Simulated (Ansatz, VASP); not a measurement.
**Ga3SbN2: VASP beside Ansatz**

```
Ga Sb N
1.0
     5.91613    0.00000    0.00000
    -2.95807    5.12352    0.00000
     0.00000    0.00000    3.18761
Ga Sb N
3 1 2
Cartesian
  2.9581 0.0000 0.9631
  -1.4790 2.5618 0.9631
  1.4790 2.5618 0.9631
  0.0000 0.0000 1.6403
  0.0000 3.4157 -0.0001
  2.9581 1.7078 -0.0001
```

Alike in both runs: functional PBE; k mesh 6 × 6 × 12; occupations gaussian, width 0.1 eV; no spin polarisation.

Ansatz relaxed the structure, and its values are those at the end. VASP's run is a single point on that final structure, the one shown.

```csv
,VASP,Ansatz
version,VASP 6.6.1,Ansatz 0.2.0
potentials or method,"VASP PAW PBE potentials, release 64 (Ga_d, Sb, N), cutoff 520 eV","scalar-relativistic, plane waves, PAW"
valence electrons in the cell,54,64
```

```tsv
	VASP	Ansatz	Ansatz less VASP
gap on the k mesh at the Fermi level (eV)	none	none	-
pressure (GPa)	0.1	0.0	-0.11
rms of the force components (eV/Å)	0.013	0.000	-0.0123
```

A gap of «none» marks a metal or a gap that the smearing closes. VASP's potentials hold 54 valence electrons a cell and Ansatz's 64, so a difference there can come from the potentials and not from the codes.

Spin-orbit coupling is off throughout.
